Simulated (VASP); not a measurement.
# Al2O (P4_2/mmc) in VASP: density of states with PBE

Aim: the density of states of Al2O with PBE.

All numbers are computed with VASP 6.6.1; they aren't measurements. Logs are shortened: lines on timing, memory, paths and dates and some standing lists are left out, and cuts for length are marked.

## (1) The cell of the first run

It takes space group P4_2/mmc (No. 131, tetragonal). The conventional cell has a = 3.422 Å, b = 3.422 Å, c = 9.227 Å, α = 90.00°, β = 90.00°, γ = 90.00°. Al (site symmetry -4m2) has 8 Al at 2.87 to 3.42 Å and 8 O at 3.34 Å within 3.8 Å. Al (site symmetry mmm) has 2 O at 1.71 Å within 2.3 Å. Within 2.3 Å of O (site symmetry mmm) lie 2 Al at 1.71 Å.

## (2) Density of states, PBE

Contents of POSCAR:

```
Al2O
1.0
    3.4222312237      0.0000000000      0.0000000000
    0.0000000000      3.4222312237      0.0000000000
    0.0000000000      0.0000000000      9.2268173150
Al O
4 2
Direct
    0.0000000000      0.0000000000      0.2500000000
    0.0000000000      0.0000000000      0.7500000000
    0.0000000000      0.5000000000      0.5000000000
    0.5000000000      0.0000000000      0.0000000000
    0.5000000000      0.5000000000      0.0000000000
    0.5000000000      0.5000000000      0.5000000000
```

Contents of INCAR.step1:

```
PREC = Accurate ; ENCUT = 520
EDIFF = 1E-6 ; ISMEAR = 0
SIGMA = 0.1 ; LREAL = False
LASPH = True ; NELM = 100
ALGO = Normal ; ISIF = 2
LWAVE = False ; LCHARG = True
GGA = PE ; NBANDS = 21
```

Contents of KPOINTS.step1:

```
regular mesh
0
Gamma
  12 12 4
```

Contents of INCAR.step2:

```
PREC = Accurate ; ENCUT = 520
EDIFF = 1E-6 ; ISMEAR = -5
SIGMA = 0.1 ; LREAL = False
LASPH = True ; NELM = 100
ALGO = Normal ; ISIF = 2
LWAVE = False ; LCHARG = False
GGA = PE ; LORBIT = 10
NEDOS = 1001 ; ICHARG = 11
```

Contents of KPOINTS.step2:

```
regular mesh
0
Gamma
  18 18 6
```

Potentials or basis: VASP PAW PBE potentials, release 64 (Al, O).

Launch:

```bash
cat potpaw_PBE.64/Al/POTCAR potpaw_PBE.64/O/POTCAR > POTCAR
cp INCAR.step1 INCAR
cp KPOINTS.step1 KPOINTS
mpirun -np 1 vasp_std > vasp.out
cp INCAR.step2 INCAR
cp KPOINTS.step2 KPOINTS
mpirun -np 1 vasp_std > vasp.out
```

OUTCAR:

```text
PREC = Accurate
   ENCUT = 520
   EDIFF = 1E-6
   ISMEAR = -5
   LREAL = False
   LASPH = True
   NELM = 100
   ISIF = 2
   GGA = PE
   LORBIT = 10
   ICHARG = 11

 ion  position               nearest neighbor table
   1  0.000  0.000  0.250-   3 2.87   4 2.87   3 2.87   4 2.87
   2  0.000  0.000  0.750-   3 2.87   4 2.87   3 2.87   4 2.87
   3  0.000  0.500  0.500-   6 1.71   6 1.71   1 2.87   1 2.87   2 2.87   2 2.87
   4  0.500  0.000  0.000-   5 1.71   5 1.71   1 2.87   2 2.87   1 2.87   2 2.87
   5  0.500  0.500  0.000-   4 1.71   4 1.71
   6  0.500  0.500  0.500-   3 1.71   3 1.71

  LATTYP: Found a simple tetragonal cell.
 ALAT       =     3.4222312237
 C/A-ratio  =     2.6961408251

  Lattice vectors:

 A1 = (   3.4222312237,   0.0000000000,   0.0000000000)
 A2 = (   0.0000000000,   3.4222312237,   0.0000000000)
 A3 = (   0.0000000000,   0.0000000000,   9.2268173150)

Analysis of symmetry for initial positions (statically):
=====================================================================
 Subroutine PRICEL returns:
 Original cell was already a primitive cell.

 Routine SETGRP: Setting up the symmetry group for a
 simple tetragonal supercell.

 Subroutine GETGRP returns: Found 16 space group operations
 (whereof  8 operations were pure point group operations)
 out of a pool of 16 trial point group operations.

The static configuration has the point symmetry D_2h.
 The point group associated with its full space group is D_4h.

Analysis of symmetry for dynamics (positions and initial velocities):
=====================================================================
 Subroutine PRICEL returns:
 Original cell was already a primitive cell.

 Routine SETGRP: Setting up the symmetry group for a
 simple tetragonal supercell.

 Subroutine GETGRP returns: Found 16 space group operations
 (whereof  8 operations were pure point group operations)
 out of a pool of 16 trial point group operations.

The dynamic configuration has the point symmetry D_2h.
 The point group associated with its full space group is D_4h.

 Subroutine INISYM returns: Found 16 space group operations
 (whereof  8 operations are pure point group operations),
 and found     1 'primitive' translations

----------------------------------------------------------------------------------------

                                     Primitive cell

  volume of cell :     108.0614

  direct lattice vectors                    reciprocal lattice vectors
     3.422231224  0.000000000  0.000000000     0.292207024  0.000000000  0.000000000
     0.000000000  3.422231224  0.000000000     0.000000000  0.292207024  0.000000000
     0.000000000  0.000000000  9.226817315     0.000000000  0.000000000  0.108379733

  length of vectors
     3.422231224  3.422231224  9.226817315     0.292207024  0.292207024  0.108379733

  position of ions in fractional coordinates (direct lattice)
     0.000000000  0.000000000  0.250000000
     0.000000000  0.000000000  0.750000000
     0.000000000  0.500000000  0.500000000
     0.500000000  0.000000000  0.000000000
     0.500000000  0.500000000  0.000000000
     0.500000000  0.500000000  0.500000000

  ion indices of the primitive-cell ions
   primitive index   ion index
                 1           1
                 2           2
                 3           3
                 4           4
                 5           5
                 6           6

----------------------------------------------------------------------------------------

 KPOINTS: regular mesh

Automatic generation of k-mesh.
 Grid dimensions read from file:
 generate k-points for:   18   18    6

 Generating k-lattice:

  Cartesian coordinates                     Fractional coordinates (reciprocal lattice)
     0.016233724  0.000000000  0.000000000     0.055555556  0.000000000  0.000000000
     0.000000000  0.016233724  0.000000000     0.000000000  0.055555556  0.000000000
     0.000000000  0.000000000  0.018063289     0.000000000  0.000000000  0.166666667

  Length of vectors
     0.016233724  0.016233724  0.018063289

  Shift w.r.t. Gamma in fractional coordinates (k-lattice)
     0.000000000  0.000000000  0.000000000

 TETIRR: Found   2916 inequivalent tetrahedra from    11664

 Subroutine IBZKPT returns following result:
 ===========================================

 Found    220 irreducible k-points:

 Following reciprocal coordinates:
            Coordinates               Weight
  0.000000  0.000000  0.000000      1.000000
  0.055556  0.000000  0.000000      4.000000
  0.111111  0.000000  0.000000      4.000000
  0.166667  0.000000  0.000000      4.000000
  0.222222  0.000000  0.000000      4.000000
  0.277778  0.000000  0.000000      4.000000
[... 16 lines left out ...]
  0.277778  0.111111  0.000000      8.000000
  0.333333  0.111111  0.000000      8.000000
 [... further k-points ...]
   k-points           NKPTS =    220   k-points in BZ     NKDIM =    220   number of bands    NBANDS=     16
   number of dos      NEDOS =   1001   number of ions     NIONS =      6
   total plane-waves  NPLWV =  54880
   dimension x,y,z NGX =    28 NGY =   28 NGZ =   70
   dimension x,y,z NGXF=    56 NGYF=   56 NGZF=  140
   ions per type =               4   2
   NGX,Y,Z   is equivalent  to a cutoff of  13.60, 13.60, 12.61 a.u.
   NGXF,Y,Z  is equivalent  to a cutoff of  27.20, 27.20, 25.22 a.u.
 SYSTEM =  unknown system
   PREC   = accura    normal or accurate (medium, high low for compatibility)
   ISTART =      0    job   : 0-new  1-cont  2-samecut
   ICHARG =     11    charge: 1-file 2-atom 10-const
   ISPIN  =      1    spin polarized calculation?
   LNONCOLLINEAR =      F non collinear calculations
   LSORBIT =      F    spin-orbit coupling
   LASPH  =      T    aspherical Exc in radial PAW
   ENCUT  =  520.0 eV  38.22 Ry    6.18 a.u.   6.36  6.36 17.16*2*pi/ulx,y,z
   NELM   =    100;   NELMIN=  2; NELMDL=  0     # of ELM steps
   EDIFF  = 0.1E-05   stopping-criterion for ELM
   LREAL  =      F    real-space projection
   EDIFFG = 0.1E-04   stopping-criterion for IOM
   NSW    =      0    number of steps for IOM
   IBRION =     -1    ionic relax: 0-MD 1-quasi-New 2-CG
   NFREE  =      0    steps in history (QN), initial steepest desc. (CG)
   ISIF   =      2    stress and relaxation
   ISYM   =      2    0-nonsym 1-usesym 2-fastsym
   POTIM  = 0.5000    time-step for ionic-motion
   TEBEG  =    0.0;   TEEND  =   0.0 temperature during run
   PSTRESS=    0.0 pullay stress
   NELECT =      24.0000    total number of electrons
   NUPDOWN=      -1.0000    fix difference up-down
   EMIN   =  10.00;   EMAX   =-10.00  energy-range for DOS
   EFERMI =   0.00;   METHOD = LEGACY
   ISMEAR =    -5;   SIGMA  =   0.10  broadening in eV -4-tet -1-fermi 0-gaus
   EFERMI_NEDOS =   21; number of points for ismear=-14 and -15
   IALGO  =     38    algorithm
   IMIX   =      4    mixing-type and parameters
     AMIX     =   0.40;   BMIX     =  1.00
     AMIX_MAG =   1.60;   BMIX_MAG =  1.00
  volume/ion in A,a.u.               =      18.01       121.54
  Fermi-wavevector in a.u.,A,eV,Ry     =   0.991414  1.873501 13.373189  0.982902
  Thomas-Fermi vector in A             =   2.123154
   LORBIT       =     10    0 simple, 1 ext, 2 COOP (PROOUT), +10 PAW based schemes
   GGA     = PE    functional components
   LHFCALC =     F    Hartree Fock is set to
   AEXX    =    0.0000 exact exchange contribution
   IVDW    =     0    specifies the selected vdW correction
   LEPSILON=     F    determine dielectric tensor
   LRPA    =     F    only Hartree local field effects (RPA)
 non-spin polarized calculation
 Fermi weights with tetrahedron method with Bloechl corrections
  energy-cutoff  :      520.00
  volume of cell :      108.06
 maximum number of plane-waves:      2948
 NGX is ok and might be reduce to    28

 number of electron      23.9999990 magnetization

 Free energy of the ion-electron system (eV)
  ---------------------------------------------------
  ext. energy  EPLUGINS =         0.00000000
  ---------------------------------------------------
  free energy    TOTEN  =       -28.93393025 eV

  energy without entropy =      -28.93393025  energy(sigma->0) =      -28.93393025

 E-fermi :   4.2047     XC(G=0):  -9.0686

 val. band max:        4.2343736419   @ k =   0.3889   0.3889   0.5000
 cond. band min:       4.1368836264   @ k =   0.5000   0.5000   0.3333
 fundamental gap:     -0.0974900155
 Fermi energy:         4.2046864260

 k-point     1 :       0.0000    0.0000    0.0000
  band No.  band energies     occupation
      1     -14.8855      2.00000
      2     -14.8673      2.00000
      3      -2.8750      2.00000
      4      -2.3911      2.00000
      5      -1.6738      2.00000
      6      -1.6738      2.00000
[... 8 lines left out ...]
     15       9.1316      0.00000
     16       9.2782      0.00000

 k-point     2 :       0.0556    0.0000    0.0000
  band No.  band energies     occupation
      1     -14.8789      2.00000
      2     -14.8599      2.00000
      3      -2.8406      2.00000
      4      -2.4454      2.00000
      5      -1.6795      2.00000
      6      -1.6696      2.00000
[... 8 lines left out ...]
     15       8.5974      0.00000
     16       9.1591      0.00000

 k-point     3 :       0.1111    0.0000    0.0000
  band No.  band energies     occupation
      1     -14.8635      2.00000
      2     -14.8347      2.00000
      3      -2.7377      2.00000
      4      -2.6110      2.00000
      5      -1.6742      2.00000
      6      -1.6576      2.00000
[... 8 lines left out ...]
     15       7.7402      0.00000
     16       9.2455      0.00000
[... 362 lines left out ...]
 k-point    23 :       0.2778    0.1111    0.0000
  band No.  band energies     occupation
      1     -14.7600      2.00000
      2     -14.6615      2.00000
      3      -3.3983      2.00000
      4      -2.0777      2.00000
      5      -1.8988      2.00000
      6      -1.2169      2.00000
[... 8 lines left out ...]
     15       6.3689      0.00000
     16       8.1607      0.00000

 k-point    24 :       0.3333    0.1111    0.0000
  band No.  band energies     occupation
      1     -14.7377      2.00000
      2     -14.6036      2.00000
      3      -3.6595      2.00000
      4      -1.9952      2.00000
      5      -1.5440      2.00000
      6      -1.2901      2.00000
[... 8 lines left out ...]
     15       6.5641      0.00000
     16       8.0171      0.00000

 [... further k-points ...]
[... 5 lines left out ...]
  --------------------------------------------------------------------------------------
  -------------------------------------------------------------------------------------
  Total        0.3081111      0.3081111      0.1485989      0.0000000      0.0000000      0.0000000
  in kB        4.5682234      4.5682234      2.2032083      0.0000000      0.0000000      0.0000000
  external PRESSURE =       3.7798850 kB  Pullay stress =       0.0000000 kB

 VOLUME and BASIS-vectors are now :
 -----------------------------------------------------------------------------
  energy-cutoff  :      520.00
  volume of cell :      108.06
      direct lattice vectors                 reciprocal lattice vectors
     3.422231224  0.000000000  0.000000000     0.292207024  0.000000000  0.000000000
     0.000000000  3.422231224  0.000000000     0.000000000  0.292207024  0.000000000
     0.000000000  0.000000000  9.226817315     0.000000000  0.000000000  0.108379733

 POSITION                                       TOTAL-FORCE (eV/Angst)
 -----------------------------------------------------------------------------------
      0.00000      0.00000      2.30670         0.000000     -0.000000      0.000000
      0.00000      0.00000      6.92011         0.000000      0.000000      0.000000
      0.00000      1.71112      4.61341         0.000000      0.000000     -0.000000
      1.71112      0.00000      0.00000         0.000000      0.000000     -0.000000
      1.71112      1.71112      0.00000         0.000000      0.000000     -0.000000
      1.71112      1.71112      4.61341         0.000000      0.000000     -0.000000
 -----------------------------------------------------------------------------------
    total drift:                                0.000000      0.000000      0.000000

  FREE ENERGIE OF THE ION-ELECTRON SYSTEM (eV)
  ---------------------------------------------------
  free  energy   TOTEN  =       -28.9339302540 eV

  energy  without entropy=      -28.9339302540  energy(sigma->0) =      -28.93393025

 total charge

# of ion       s       p       d       tot
------------------------------------------
    1        0.508   0.241   0.000   0.750
    2        0.508   0.241   0.000   0.750
    3        0.371   0.402   0.000   0.773
    4        0.371   0.402   0.000   0.773
    5        1.580   3.524   0.000   5.104
    6        1.580   3.524   0.000   5.104
--------------------------------------------------
tot          4.919   8.334   0.000  13.254
```

It took 4.7 min on 1 thread of Intel Xeon Platinum 8488C (Sapphire Rapids), shared host; peak memory 0.44 GiB.

Results:

| Property | Result |
| --- | --- |
| Valence electrons inside the program's atomic spheres | Al 0.75, 0.77; O 5.10 |

Caveat: tetrahedron occupations give inexact forces and stress in metals.
